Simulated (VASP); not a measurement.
Set up this calculation in VASP 6.6.1, as the native input.

- Task: single point
- Functional: PBE
- Potentials or basis: VASP PAW PBE potentials, release 64 (Ba_sv, Zr_sv, O_h)
- Cutoff: 910 eV
- k mesh: 6 × 6 × 6
- Occupations: fermi-dirac, width 0.02 eV
- Spin: no spin polarisation
- Dipole correction: no
- Further INCAR settings: ALGO = Normal; EDIFF = 1e-06; NBANDS = 28

The structure of BaZrO3 lies in POSCAR:

```
BaZrO3
1.0
    4.2053549142      0.0000000000      0.0000000000
    0.0000000000      4.2053549142      0.0000000000
    0.0000000000      0.0000000000      4.2053549142
Ba Zr O
1 1 3
Direct
    0.0000000000      0.0000000000      0.0000000000
    0.5000000000      0.5000000000      0.5000000000
    0.5000000000      0.5000000000      0.0000000000
    0.5000000000      0.0000000000      0.5000000000
    0.0000000000      0.5000000000      0.5000000000
```

The input as run:

INCAR

```
  PREC = Accurate
  ENCUT = 910
  EDIFF = 1E-6
  ISMEAR = -1
  SIGMA = 0.02
  LREAL = F
  LASPH = T
  NELM = 120
  ALGO = Normal
  ISIF = 2
  LWAVE = F
  LCHARG = T
  GGA = PE
  LELF = T
  LVHAR = T
  NBANDS = 28
  GGA_COMPAT = F
```

KPOINTS

```
regular mesh
0
Gamma
  6 6 6
```

Potentials or basis: VASP PAW PBE potentials, release 64 (Ba_sv, Zr_sv, O_h).

The run is started by

```sh
$ cat potpaw_PBE.64/Ba_sv/POTCAR potpaw_PBE.64/Zr_sv/POTCAR potpaw_PBE.64/O_h/POTCAR > POTCAR
$ mpirun -np 1 vasp_std > vasp.out
```

It gave:

The pressure is 3.2 GPa and the band gap on the k mesh is 3.17 eV (least direct gap 3.40 eV).

Caveat: the cell stands under pressure; spin-orbit coupling is left out, which moves the levels of the heavy elements.

It took 65 s on 1 thread of Intel(R) Xeon(R) Platinum 8488C (Sapphire Rapids), on a shared host, peak memory 0.32 GiB.
